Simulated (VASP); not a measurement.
Set up this calculation in VASP 6.6.1, as the native input.

* Task: relaxation of the atoms
* Functional: PBE
* Potentials or basis: VASP PAW PBE potentials, release 64 (Si, Li_sv)
* Cutoff: 520 eV
* k mesh: 2 × 2 × 2
* Occupations: gaussian, width 0.01 eV
* Spin: collinear spin
* Starting moments: [0.091, 0.091, 0.091, 0.0, 0.091, 0.0, 0.0, 0.0, 0.091, 0.0, 0.091, 0.091, 0.091, 0.091, 0.0, 0.091, 0.091] μB
* Dipole correction: no
* Further INCAR settings: LREAL = Auto; ALGO = Normal; EDIFF = 1e-07; IBRION = 2; EDIFFG = -0.025; NSW = 65

The structure of LiSi16 (a cell with a defect) lies in POSCAR:

```
LiSi16
1.0
    0.0000000000      5.4700937642     -5.4700937642
    5.4700937642      5.4700937642      0.0000000000
    5.4700937642      0.0000000000     -5.4700937642
Si Li
16 1
Direct
    0.1468749439      0.1113860790      0.1199590053
    0.1287382931      0.6199429616      0.1301132759
    0.6033800819      0.1400625579      0.1414376633
    0.6250000000      0.6250000000      0.1250000000
    0.1173391558      0.1251864654      0.6300015900
    0.1250000000      0.6250000000      0.6250000000
    0.6250000000      0.1250000000      0.6250000000
    0.6250000000      0.6250000000      0.6250000000
    0.2511900532      0.7244754285      0.2559114424
    0.2500000000      0.2500000000      0.2500000000
    0.7612349139      0.7498710984      0.2487890731
    0.7595288368      0.2537410979      0.2349662597
    0.2498605999      0.7571677380      0.7443552287
    0.2534155718      0.2223069634      0.7650311670
    0.7500000000      0.7500000000      0.7500000000
    0.7299629689      0.2567081685      0.7553130819
    0.0015039186     -0.0019339936     -0.0038619325
```

This cell differs from its parent crystal: with an interstitial atom.

These files were run (other wordings do the same):

INCAR

```
SYSTEM = LiSi16
ALGO = Normal
EDIFF = 1E-7
EDIFFG = -0.025
ENCUT = 520
GGA = PE
IBRION = 2
ISIF = 2
ISMEAR = 0
ISPIN = 2
KPAR = 2
LASPH = .True.
LCHARG = .False.
LORBIT = 11
LREAL = Auto
LWAVE = .False.
MAGMOM = 0.091 0.091 0.091 0 0.091 0 0 0 0.091 0 0.091 0.091 0.091 0.091 0 0.091 0.091
NELM = 150
NSW = 65
PREC = Accurate
SIGMA = 0.01
```

KPOINTS

```
k-points
0
Gamma
  2 2 2
  0 0 0
```

Potentials or basis: VASP PAW PBE potentials, release 64 (Si, Li_sv).

The run is started by

```console
$ cat potpaw_PBE.64/Si/POTCAR potpaw_PBE.64/Li_sv/POTCAR > POTCAR
$ mpirun -np 4 vasp_std > vasp.out
```

It gave:

```yaml
Energy_gained_by_relaxing: 43.7 meV/atom
Ionic_steps: 17
Largest_force_after_relaxing: 0.024 eV/Å
Net_moment: 0.00 μB per cell
Valence_electrons_inside_the_program's_atomic_spheres: Si 1.69, 1.68, 1.67 (each value once); Li 2.11
```

Caveat: the k points lie up to 0.50 Å⁻¹ apart; the cell differs from its parent crystal (with an interstitial atom).

It took 11 min on 4 MPI ranks on Intel(R) Xeon(R) 6975P-C (Granite Rapids), with other jobs on the host, peak memory 0.46 GiB a rank.
